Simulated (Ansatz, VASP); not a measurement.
**Ge: VASP beside Ansatz**

POSCAR

```
Ge
1.0
    2.7104700000      0.0000000000      0.0000000000
    0.0000000000      2.7104700000      0.0000000000
    0.0000000000      0.0000000000      2.7104700000
Ge
1
Direct
    0.0000000000      0.0000000000      0.0000000000
```

INCAR.step1

```
SYSTEM = Ge
  PREC = Accurate
  ENCUT = 520
  EDIFF = 1E-5
  ISMEAR = -1
  SIGMA = 0.05
  LREAL = .FALSE.
  LASPH = .TRUE.
  NELM = 60
  ALGO = Normal
  ISIF = 2
  LWAVE = .TRUE.
  LCHARG = .FALSE.
  GGA = PE
  NBANDS = 13
```

Contents of INCAR.step2:

```
SYSTEM = Ge
  PREC = Accurate
  ENCUT = 520
  EDIFF = 1E-7
  ISMEAR = -1
  SIGMA = 0.05
  LREAL = .FALSE.
  LASPH = .TRUE.
  NELM = 60
  ALGO = Normal
  ISIF = 2
  LWAVE = .FALSE.
  LCHARG = .FALSE.
  METAGGA = R2SCAN
  LHFCALC = .TRUE.
  AEXX = 0.25
  LMIXTAU = .TRUE.
  PRECFOCK = Normal
  ISTART = 1
  NBANDS = 13
```

Contents of KPOINTS:

```
regular mesh
0
G
  6 6 6
  0 0 0
```

Contents of input.yaml:

```yaml
crystal:
  lattice:
    - [2.71047, 0.0, 0.0]
    - [0.0, 2.71047, 0.0]
    - [0.0, 0.0, 2.71047]
  atoms:
    - { symbol: Ge, position: [0.0, 0.0, 0.0] }
hamiltonian:
  xc: r2scan0
  pseudopotentials: { kind: paw }
kpoints:
  mp_grid: { grid: [6, 6, 6] }
scf:
  occupations: { method: fermi_dirac, width: 0.05 }
  n_extra_bands: 6
output:
  forces: true
  stress: true
  eigenvalues: true
  dos: { projected: true, de: 0.05 }
```

Alike in both runs: functional r2SCAN0; k mesh 6 × 6 × 6; occupations fermi-dirac, width 0.05 eV; no spin polarisation.

|  | VASP | Ansatz |
| --- | --- | --- |
| version | VASP 6.6.1 | Ansatz 0.2.0 |
| potentials or method | VASP PAW PBE potentials, release 64 (Ge_d) | Ansatz PAW |
| plane-wave cutoff (eV) | 520 | 500 |
| valence electrons in the cell | 14 | 14 |
| task | single point | projected density of states |

|  | VASP | Ansatz | Ansatz less VASP |
| --- | --- | --- | --- |
| gap on the k mesh at the Fermi level (eV) | none | none | - |
| pressure (GPa) | -4.2 | -4.0 | +0.16 |

VASP's potentials were made for PBE, not for r2SCAN0. A gap of «none» marks a metal or a gap that the smearing closes. The functional is the same, so the differences come from potentials, cutoffs and numerics.

The k mesh is coarse, so the values compare programs but aren't converged.
